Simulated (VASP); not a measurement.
# In (Fm-3m) in VASP: settings compared

The runs below take In through single point, with PBE, HSE06.

All numbers are computed with VASP 6.6.1; they aren't measurements. Logs are shortened: lines on timing, memory, paths and dates and some standing lists are left out, and cuts for length are marked.

## Step 1: The cell of the first run

The structure is cubic, space group Fm-3m (No. 225). The conventional cell has a = 4.789 Å, b = 4.789 Å, c = 4.789 Å, α = 90.00°, β = 90.00°, γ = 90.00°. Within 4.5 Å of In (site symmetry m-3m) lie 12 In at 3.39 Å.

## Step 2: Single point, PBE

File INCAR:

```
  PREC = Accurate
  ENCUT = 520
  EDIFF = 1E-6
  ISMEAR = -1
  SIGMA = 0.1
  LREAL = F
  LASPH = T
  NELM = 100
  ALGO = Normal
  ISIF = 2
  LWAVE = F
  LCHARG = F
  GGA = PE
  NBANDS = 12
```

File KPOINTS:

```
regular mesh
0
Gamma
  6 6 6
```

File POSCAR:

```
In
1.0
    0.0000000000      2.3942798646      2.3942798646
    2.3942798646      0.0000000000      2.3942798646
    2.3942798646      2.3942798646      0.0000000000
In
1
Direct
    0.0000000000      0.0000000000      0.0000000000
```

Potentials or basis: VASP PAW PBE potentials, release 64 (In_d).

The run is started by

```sh
> cat potpaw_PBE.64/In_d/POTCAR > POTCAR
> mpirun -np 1 vasp_std > vasp.out
```

OUTCAR:

```text
PREC = Accurate
   ENCUT = 520
   EDIFF = 1E-6
   ISMEAR = -1
   LREAL = F
   LASPH = T
   NELM = 100
   ISIF = 2
   GGA = PE

 ion  position               nearest neighbor table
   1  0.000  0.000  0.000-

  LATTYP: Found a face centered cubic cell.
 ALAT       =     4.7885597292

  Lattice vectors:

 A1 = (   0.0000000000,   2.3942798646,   2.3942798646)
 A2 = (   2.3942798646,   0.0000000000,   2.3942798646)
 A3 = (   2.3942798646,   2.3942798646,   0.0000000000)

Analysis of symmetry for initial positions (statically):
=====================================================================
 Subroutine PRICEL returns:
 Original cell was already a primitive cell.

 Routine SETGRP: Setting up the symmetry group for a
 face centered cubic supercell.

 Subroutine GETGRP returns: Found 48 space group operations
 (whereof 48 operations were pure point group operations)
 out of a pool of 48 trial point group operations.

The static configuration has the point symmetry O_h .

Analysis of symmetry for dynamics (positions and initial velocities):
=====================================================================
 Subroutine PRICEL returns:
 Original cell was already a primitive cell.

 Routine SETGRP: Setting up the symmetry group for a
 face centered cubic supercell.

 Subroutine GETGRP returns: Found 48 space group operations
 (whereof 48 operations were pure point group operations)
 out of a pool of 48 trial point group operations.

The dynamic configuration has the point symmetry O_h .

 Subroutine INISYM returns: Found 48 space group operations
 (whereof 48 operations are pure point group operations),
 and found     1 'primitive' translations

----------------------------------------------------------------------------------------

                                     Primitive cell

  volume of cell :      27.4508

  direct lattice vectors                    reciprocal lattice vectors
     0.000000000  2.394279865  2.394279865    -0.208831059  0.208831059  0.208831059
     2.394279865  0.000000000  2.394279865     0.208831059 -0.208831059  0.208831059
     2.394279865  2.394279865  0.000000000     0.208831059  0.208831059 -0.208831059

  length of vectors
     3.386023057  3.386023057  3.386023057     0.361706005  0.361706005  0.361706005

  position of ions in fractional coordinates (direct lattice)
     0.000000000  0.000000000  0.000000000

  ion indices of the primitive-cell ions
   primitive index   ion index
                 1           1

----------------------------------------------------------------------------------------

 KPOINTS: regular mesh

Automatic generation of k-mesh.
 Grid dimensions read from file:
 generate k-points for:    6    6    6

 Generating k-lattice:

  Cartesian coordinates                     Fractional coordinates (reciprocal lattice)
    -0.034805177  0.034805177  0.034805177     0.166666667  0.000000000  0.000000000
     0.034805177 -0.034805177  0.034805177     0.000000000  0.166666667  0.000000000
     0.034805177  0.034805177 -0.034805177     0.000000000  0.000000000  0.166666667

  Length of vectors
     0.060284334  0.060284334  0.060284334

  Shift w.r.t. Gamma in fractional coordinates (k-lattice)
     0.000000000  0.000000000  0.000000000

 Subroutine IBZKPT returns following result:
 ===========================================

 Found     16 irreducible k-points:

 Following reciprocal coordinates:
            Coordinates               Weight
  0.000000  0.000000  0.000000      1.000000
  0.166667  0.000000  0.000000      8.000000
  0.333333  0.000000  0.000000      8.000000
  0.500000  0.000000  0.000000      4.000000
  0.166667  0.166667  0.000000      6.000000
  0.333333  0.166667  0.000000     24.000000
[... 8 lines left out ...]
 -0.333333  0.333333  0.166667     24.000000
 -0.333333  0.500000  0.166667     12.000000
   k-points           NKPTS =     16   k-points in BZ     NKDIM =     16   number of bands    NBANDS=     12
   number of dos      NEDOS =    301   number of ions     NIONS =      1
   total plane-waves  NPLWV =  21952
   dimension x,y,z NGX =    28 NGY =   28 NGZ =   28
   dimension x,y,z NGXF=    56 NGYF=   56 NGZF=   56
   ions per type =               1
   NGX,Y,Z   is equivalent  to a cutoff of  13.75, 13.75, 13.75 a.u.
   NGXF,Y,Z  is equivalent  to a cutoff of  27.49, 27.49, 27.49 a.u.
 SYSTEM =  unknown system
   PREC   = accura    normal or accurate (medium, high low for compatibility)
   ISTART =      0    job   : 0-new  1-cont  2-samecut
   ICHARG =      2    charge: 1-file 2-atom 10-const
   ISPIN  =      1    spin polarized calculation?
   LNONCOLLINEAR =      F non collinear calculations
   LSORBIT =      F    spin-orbit coupling
   LASPH  =      T    aspherical Exc in radial PAW
   ENCUT  =  520.0 eV  38.22 Ry    6.18 a.u.   6.30  6.30  6.30*2*pi/ulx,y,z
   NELM   =    100;   NELMIN=  2; NELMDL= -5     # of ELM steps
   EDIFF  = 0.1E-05   stopping-criterion for ELM
   LREAL  =      F    real-space projection
   EDIFFG = 0.1E-04   stopping-criterion for IOM
   NSW    =      0    number of steps for IOM
   IBRION =     -1    ionic relax: 0-MD 1-quasi-New 2-CG
   NFREE  =      0    steps in history (QN), initial steepest desc. (CG)
   ISIF   =      2    stress and relaxation
   ISYM   =      2    0-nonsym 1-usesym 2-fastsym
   POTIM  = 0.5000    time-step for ionic-motion
   TEBEG  =    0.0;   TEEND  =   0.0 temperature during run
   PSTRESS=    0.0 pullay stress
   NELECT =      13.0000    total number of electrons
   NUPDOWN=      -1.0000    fix difference up-down
   EMIN   =  10.00;   EMAX   =-10.00  energy-range for DOS
   EFERMI =   0.00;   METHOD = LEGACY
   ISMEAR =    -1;   SIGMA  =   0.10  broadening in eV -4-tet -1-fermi 0-gaus
   EFERMI_NEDOS =   21; number of points for ismear=-14 and -15
   IALGO  =     38    algorithm
   IMIX   =      4    mixing-type and parameters
     AMIX     =   0.40;   BMIX     =  1.00
     AMIX_MAG =   1.60;   BMIX_MAG =  1.00
  volume/ion in A,a.u.               =      27.45       185.25
  Fermi-wavevector in a.u.,A,eV,Ry     =   1.276060  2.411403 22.154757  1.628329
  Thomas-Fermi vector in A             =   2.408737
   LORBIT       =      0    0 simple, 1 ext, 2 COOP (PROOUT), +10 PAW based schemes
   GGA     = PE    functional components
   LHFCALC =     F    Hartree Fock is set to
   AEXX    =    0.0000 exact exchange contribution
   IVDW    =     0    specifies the selected vdW correction
   LEPSILON=     F    determine dielectric tensor
   LRPA    =     F    only Hartree local field effects (RPA)
 non-spin polarized calculation
  energy-cutoff  :      520.00
  volume of cell :       27.45
 maximum number of plane-waves:       754
 NGX is ok and might be reduce to    28
   NGX = 13   NGY = 13   NGZ = 13

 number of electron      12.9999997 magnetization

 Free energy of the ion-electron system (eV)
  ---------------------------------------------------
  ext. energy  EPLUGINS =         0.00000000
  ---------------------------------------------------
  free energy    TOTEN  =        -2.59077011 eV

  energy without entropy =       -2.57227615  energy(sigma->0) =       -2.58152313

 E-fermi :   6.9047     XC(G=0): -10.0344

 val. band max:        6.8857433087   @ k =  -0.3333   0.3333   0.0000
 cond. band min:       7.2315609259   @ k =   0.5000   0.3333   0.0000
 fundamental gap:      0.3458176172
 Fermi energy:         6.9046931916

 k-point     1 :       0.0000    0.0000    0.0000
  band No.  band energies     occupation
      1      -7.6245      2.00000
      2      -7.6245      2.00000
      3      -7.6245      2.00000
      4      -7.4743      2.00000
      5      -7.4743      2.00000
      6      -2.2373      2.00000
      7      17.1247      0.00000
      8      17.1247      0.00000
      9      17.1247      0.00000
     10      18.3967      0.00000
     11      20.5754      0.00000
     12      20.5754      0.00000

 k-point     2 :       0.1667    0.0000    0.0000
  band No.  band energies     occupation
      1      -7.6316      2.00000
      2      -7.5936      2.00000
      3      -7.5936      2.00000
      4      -7.4701      2.00000
      5      -7.4701      2.00000
      6      -1.6483      2.00000
      7      12.6790      0.00000
      8      16.3498      0.00000
      9      16.3498      0.00000
     10      18.0209      0.00000
     11      21.6161      0.00000
     12      21.7891      0.00000

 k-point     3 :       0.3333    0.0000    0.0000
  band No.  band energies     occupation
      1      -7.6576      2.00000
      2      -7.5983      2.00000
      3      -7.5983      2.00000
      4      -7.3927      2.00000
      5      -7.3927      2.00000
      6       0.1481      2.00000
      7       7.5059      0.00489
      8      15.4193      0.00000
      9      15.4193      0.00000
     10      17.8195      0.00000
     11      19.9214      0.00000
     12      19.9215      0.00000
[... 166 lines left out ...]
 k-point    15 :      -0.3333    0.3333    0.1667
  band No.  band energies     occupation
      1      -7.6414      2.00000
      2      -7.5992      2.00000
      3      -7.5019      2.00000
      4      -7.4520      2.00000
      5      -7.3373      2.00000
      6       4.0431      2.00000
      7       5.5136      2.00000
      8       9.0089      0.00000
      9      10.4411      0.00000
     10      18.2216      0.00000
     11      20.1465      0.00000
     12      23.2422      0.00000

 k-point    16 :      -0.3333    0.5000    0.1667
  band No.  band energies     occupation
      1      -7.6961      2.00000
      2      -7.6612      2.00000
      3      -7.4430      2.00000
      4      -7.4043      2.00000
      5      -7.3029      2.00000
      6       5.1253      2.00000
      7       5.8447      1.99995
      8       8.3488      0.00000
      9       8.8959      0.00000
     10      17.9157      0.00000
     11      18.0225      0.00000
     12      23.8138      0.00000

------------------------ aborting loop because EDIFF is reached ----------------------------------------

  FORCE on cell =-STRESS in cart. coord.  units (eV):
  Direction    XX          YY          ZZ          XY          YZ          ZX
  --------------------------------------------------------------------------------------
  -------------------------------------------------------------------------------------
  Total       -0.1415171     -0.1415171     -0.1415171     -0.0000000      0.0000000      0.0000000
  in kB       -8.2597099     -8.2597099     -8.2597099     -0.0000000      0.0000000      0.0000000
  external PRESSURE =      -8.2597099 kB  Pullay stress =       0.0000000 kB

 VOLUME and BASIS-vectors are now :
 -----------------------------------------------------------------------------
  energy-cutoff  :      520.00
  volume of cell :       27.45
      direct lattice vectors                 reciprocal lattice vectors
     0.000000000  2.394279865  2.394279865    -0.208831059  0.208831059  0.208831059
     2.394279865  0.000000000  2.394279865     0.208831059 -0.208831059  0.208831059
     2.394279865  2.394279865  0.000000000     0.208831059  0.208831059 -0.208831059

 POSITION                                       TOTAL-FORCE (eV/Angst)
 -----------------------------------------------------------------------------------
      0.00000      0.00000      0.00000         0.000000      0.000000      0.000000
 -----------------------------------------------------------------------------------
    total drift:                               -0.000000     -0.000000     -0.000000

  FREE ENERGIE OF THE ION-ELECTRON SYSTEM (eV)
  ---------------------------------------------------
  free  energy   TOTEN  =        -2.5907701088 eV

  energy  without entropy=       -2.5722761499  energy(sigma->0) =       -2.58152313
```

It took 5.4 s on 1 thread of AMD EPYC 7R13 (Zen 3), shared host; peak memory 0.12 GiB.

Results:

```
Free energy : -2.5908 eV
Pressure    : -0.8 GPa
```

Levels at points of the mesh, in eV from the Fermi level:
```csv
k point,band 2,band 3,band 4,band 5,band 6,band 7,band 8,band 9,band 10,band 11
"(0.00, 0.00, 0.00)",-14.53,-14.53,-14.38,-14.38,-9.14,10.22,10.22,10.22,11.49,13.67
"(0.50, 0.00, 0.00)",-14.52,-14.52,-14.24,-14.24,-4.22,-3.10,8.16,8.16,10.82,12.32
"(0.50, 0.50, 0.00)",-14.63,-14.25,-14.21,-14.21,-2.11,-1.98,4.01,4.01,7.20,7.48
```

Caveat: the k points lie up to 0.38 Å⁻¹ apart; spin-orbit coupling is left out, which moves the levels of the heavy elements.

## Step 3: Single point, HSE06

POSCAR is that of step 2.

File INCAR.step1:

```
  ALGO = Normal
  EDIFF = 1E-5
  ENCUT = 520
  GGA = PE
  ISIF = 2
  ISMEAR = -1
  LASPH = T
  LREAL = F
  LWAVE = T
  NBANDS = 12
  NELM = 100
  PREC = Accurate
  SIGMA = 0.1
```

File INCAR.step2:

```
  ALGO = Normal
  EDIFF = 1E-6
  ENCUT = 520
  GGA = PE
  HFSCREEN = 0.2079
  ISIF = 2
  ISMEAR = -1
  ISTART = 1
  LASPH = T
  LCHARG = T
  LELF = T
  LHFCALC = T
  LREAL = F
  LVHAR = T
  LWAVE = F
  NBANDS = 12
  NELM = 100
  PREC = Accurate
  PRECFOCK = Normal
  SIGMA = 0.1
```

File KPOINTS:

```
k-points
0
Gamma
  6 6 6
```

Potentials or basis: VASP PAW PBE potentials, release 64 (In_d).

The run is started by

```sh
> cat potpaw_PBE.64/In_d/POTCAR > POTCAR
> cp INCAR.step1 INCAR
> mpirun -np 1 vasp_std > vasp.out
> cp INCAR.step2 INCAR
> mpirun -np 1 vasp_std > vasp.out
```

It took 14 min on 1 thread of AMD EPYC 7R13 (Zen 3), shared host; peak memory 0.24 GiB.

The run converged. Its results:

- Free energy: -2.9401 eV
- Pressure: -2.3 GPa

Levels at points of the mesh, in eV from the Fermi level:
```tsv
k point	band 3	band 4	band 5	band 6	band 7	band 8	band 9	band 10
(0.00, 0.00, 0.00)	-16.60	-16.44	-16.44	-10.38	11.15	11.15	11.15	12.20
(0.50, 0.00, 0.00)	-16.59	-16.31	-16.31	-4.74	-3.57	8.98	8.98	11.47
(0.50, 0.50, 0.00)	-16.31	-16.27	-16.27	-2.29	-2.24	4.49	4.49	7.75
```

Caveat: the k points lie up to 0.38 Å⁻¹ apart; the PAW data sets were made with another functional, which shifts forces and pressure a little; spin-orbit coupling is left out, which moves the levels of the heavy elements.
